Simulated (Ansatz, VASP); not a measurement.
One calculation of Al, two programs

The input INCAR:

```
SYSTEM = Al
ALGO = Normal
EDIFF = 1E-6
ENCUT = 520
GGA = PE
ISIF = 2
ISMEAR = 0
LASPH = .True.
LCHARG = .False.
LREAL = .False.
LWAVE = .False.
NBANDS = 8
NELM = 80
PREC = Accurate
SIGMA = 0.15
```

The input KPOINTS:

```
k-points
0
Gamma
  20 20 20
  0 0 0
```

POSCAR

```
Al
1.0
    0.0000000000      2.0239800000      2.0745795000
    2.0239800000      0.0000000000      2.0745795000
    2.0239800000      2.0239800000      0.0000000000
Al
1
Direct
    0.0000000000      0.0000000000      0.0000000000
```

Input for Ansatz:

```yaml
crystal:
  lattice:
    - [0.0, 2.02398, 2.0745795]
    - [2.02398, 0.0, 2.0745795]
    - [2.02398, 2.02398, 0.0]
  atoms:
    - { symbol: Al, position: [0.0, 0.0, 0.0] }
basis:
  ecutwfc: 420
kpoints:
  mp_grid: { grid: [20, 20, 20] }
hamiltonian:
  xc: pbe
scf:
  occupations: { method: gaussian, width: 0.15 }
output:
  forces: true
  stress: true
  eigenvalues: true
```

Change from the starting cell: strain +0.000 along x and y, +0.025 along z, atoms carried along.

Alike in both runs: task single point; functional PBE; k mesh 20 × 20 × 20; occupations gaussian, width 0.15 eV; no spin polarisation.

|  | VASP | Ansatz |
| --- | --- | --- |
| version | VASP 6.6.1 | Ansatz 0.2.0 |
| potentials or method | VASP PAW PBE potentials, release 64 (Al), cutoff 520 eV | scalar-relativistic, plane waves, PAW |
| valence electrons in the cell | 3 | 3 |

|  | VASP | Ansatz | Ansatz less VASP |
| --- | --- | --- | --- |
| gap on the k mesh at the Fermi level (eV) | none | none | - |
| pressure (GPa) | -2.2 | -2.2 | +0.04 |
| traceless stress, the component that is largest in VASP (GPa) | -0.77 | -0.78 | -0.006 |

A gap of «none» marks a metal or a gap that the smearing closes.
